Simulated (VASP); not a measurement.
Here is a VASP 6.6.1 calculation.

File POSCAR:

```
LiH
1.0
    2.5016587112      0.0000000000      0.0000000000
    0.0000000000      2.5016587112      0.0000000000
    0.0000000000      0.0000000000      2.4301112721
Li H
1 1
Direct
    0.0000000000      0.0000000000      0.0000000000
    0.5000000000      0.5000000000      0.5000000000
```

INCAR.step1

```
  PREC = Accurate
  ENCUT = 520
  ISMEAR = 0
  SIGMA = 0.01
  LREAL = F
  LASPH = T
  NELM = 60
  NBANDS = 9
  GGA = PE
  ALGO = Normal
  EDIFF = 1E-4
  LWAVE = T
  LCHARG = F
```

The input INCAR.step2:

```
  PREC = Accurate
  ENCUT = 520
  EDIFF = 1E-6
  ISMEAR = 0
  SIGMA = 0.01
  LREAL = F
  LASPH = T
  NELM = 60
  ALGO = Normal
  ISIF = 2
  LWAVE = F
  LCHARG = F
  METAGGA = R2SCAN
  LMIXTAU = T
  NBANDS = 9
  ISTART = 1
```

File KPOINTS:

```
regular mesh
0
Gamma
  10 10 10
```

Potentials or basis: VASP PAW PBE potentials, release 64 (Li_sv, H).

Launch:

```console
$ cat potpaw_PBE.64/Li_sv/POTCAR potpaw_PBE.64/H/POTCAR > POTCAR
$ cp INCAR.step1 INCAR
$ mpirun -np 1 vasp_std > vasp.out
$ cp INCAR.step2 INCAR
$ mpirun -np 1 vasp_std > vasp.out
```

(1) What does it give for the band gap on the k mesh?

## Answers

(1) 1.19 eV (least direct gap 4.82 eV).

Caveat: the cell differs from its parent crystal (uniaxial z strain -2.9%).
